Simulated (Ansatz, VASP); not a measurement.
## One calculation of ScCd, two programs

```
Sc Cd
1.0
     3.34031    0.00000    0.00000
     0.00000    3.34031    0.00000
     0.00000    0.00000    3.34031
Sc Cd
1 1
Direct
  0.50000 0.50000 0.50000
  0.00000 0.00000 0.00000
```

Change from the starting cell: volume scaled by 0.85, PAW files.

Alike in both runs: task single point; functional LDA; k mesh 10 × 10 × 10; occupations fermi-dirac, width 0.05 eV; no spin polarisation.

|  | VASP | Ansatz |
| --- | --- | --- |
| version | VASP 6.6.1 | Ansatz 0.2.0 |
| potentials or method | VASP PAW LDA potentials, release 64 (Sc_sv, Cd) | PAW with Ansatz's default frozen-core files, scalar-relativistic |
| plane-wave cutoff (eV) | 520 | 420 |
| valence electrons in the cell | 23 | 31 |

|  | VASP | Ansatz | Ansatz less VASP |
| --- | --- | --- | --- |
| pressure (GPa) | 9.4 | 8.8 | -0.55 |

LDA's correlation is that of Perdew and Zunger in VASP and of Perdew and Wang (1992) in Ansatz. VASP's potentials hold 23 valence electrons a cell and Ansatz's 31, so a difference there can come from the potentials and not from the codes.
